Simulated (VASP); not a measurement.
A run of VASP 6.6.1:

Contents of INCAR:

```
PREC = Accurate ; ENCUT = 520
EDIFF = 1E-7 ; ISMEAR = -1
SIGMA = 0.1 ; LREAL = F
LASPH = T ; NELM = 80
ALGO = Normal ; ISIF = 2
LWAVE = F ; LCHARG = F
GGA = RE ; NBANDS = 12
```

File KPOINTS:

```
Automatic mesh
0
Gamma
  16 16 16
```

POSCAR

```
Zn
1.0
   -1.6047136416      1.6047136416      1.6047136416
    1.6047136416     -1.6047136416      1.6047136416
    1.6047136416      1.6047136416     -1.6047136416
Zn
1
Direct
    0.0000000000      0.0000000000      0.0000000000
```

Potentials or basis: VASP PAW PBE potentials, release 64 (Zn).

Run with:

```sh
$ cat potpaw_PBE.64/Zn/POTCAR > POTCAR
$ mpirun -np 1 vasp_std > vasp.out
```

Hardware: 1 thread of AMD EPYC 7R13, on a shared host.

Problem. Estimate the wall time of this run.

Solution. Wall time 49 s on 1 thread of AMD EPYC 7R13, on a shared host, peak memory 0.13 GiB. Counts: scf iterations 12, k points 145.
